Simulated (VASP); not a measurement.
A run of VASP 6.6.1:

File INCAR:

```
PREC = Accurate ; ENCUT = 520
EDIFF = 1E-6 ; ISMEAR = 0
SIGMA = 0.05 ; LREAL = F
LASPH = T ; NELM = 100
ALGO = Normal ; ISIF = 2
LWAVE = F ; LCHARG = F
GGA = PE ; NBANDS = 16
```

Contents of KPOINTS:

```
regular mesh
0
Gamma
  8 8 8
```

The input POSCAR:

```
CdTe
1.0
    0.0000000000      3.2050000000      3.1569250000
    3.2050000000      0.0000000000      3.1569250000
    3.2050000000      3.2050000000      0.0000000000
Cd Te
1 1
Direct
    0.0000000000      0.0000000000      0.0000000000
    0.7500000000      0.7500000000      0.7500000000
```

Potentials or basis: VASP PAW PBE potentials, release 64 (Cd, Te).

Command:

```sh
$ cat potpaw_PBE.64/Cd/POTCAR potpaw_PBE.64/Te/POTCAR > POTCAR
$ mpirun -np 1 vasp_std > vasp.out
```

Hardware: 1 thread of Intel(R) Xeon(R) 6975P-C (Granite Rapids) (shared host).

How long does it take, and how much memory?

It took 22 s on 1 thread of Intel(R) Xeon(R) 6975P-C (Granite Rapids), on a shared host, peak memory 0.24 GiB. Counts: scf iterations 13, k points 59.
